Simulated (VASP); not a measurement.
A run of VASP 6.6.1 is set up as follows.

The input INCAR:

```
ALGO     = Normal         # electronic algorithm
EDIFF    = 1E-7           # SCF threshold, eV
ENCUT    = 520            # plane-wave cutoff, eV
GGA      = PS             # functional
ISIF     = 2              # what is computed and relaxed
ISMEAR   = 0              # smearing method
LASPH    = T              # aspherical terms in the spheres
LCHARG   = F              # write CHGCAR
LREAL    = F              # projectors in reciprocal space
LWAVE    = F              # write WAVECAR
NBANDS   = 16             # bands
NELM     = 80             # most SCF steps
PREC     = Accurate       # precision mode
SIGMA    = 0.15           # smearing width, eV
```

KPOINTS

```
k-points
0
Gamma
  18 18 18
```

The input POSCAR:

```
WC
1.0
    0.0000000000      2.1049766400      2.1049766400
    2.1049766400      0.0000000000      2.1049766400
    2.1049766400      2.1049766400      0.0000000000
W C
1 1
Direct
    0.0000000000      0.0000000000      0.0000000000
    0.5000000000      0.5000000000      0.5000000000
```

Potentials or basis: VASP PAW PBE potentials, release 64 (W_sv, C).

The run is started by

```bash
$ cat potpaw_PBE.64/W_sv/POTCAR potpaw_PBE.64/C/POTCAR > POTCAR
$ mpirun -np 1 vasp_std > vasp.out
```

**Question.** Estimate the band gap on the k mesh.

**Answer.** Zero (band 9 reaches 15.53 eV, above the bottom of band 10 at 11.71 eV).

**Question.** Predict the pressure.

**Answer.** 47.1 GPa.

Caveat: the cell differs from its parent crystal (strain -0.040 along x and y, -0.040 along z); the PAW data sets were made with another functional, which shifts forces and pressure a little; spin-orbit coupling is left out, which moves the levels of the heavy elements.
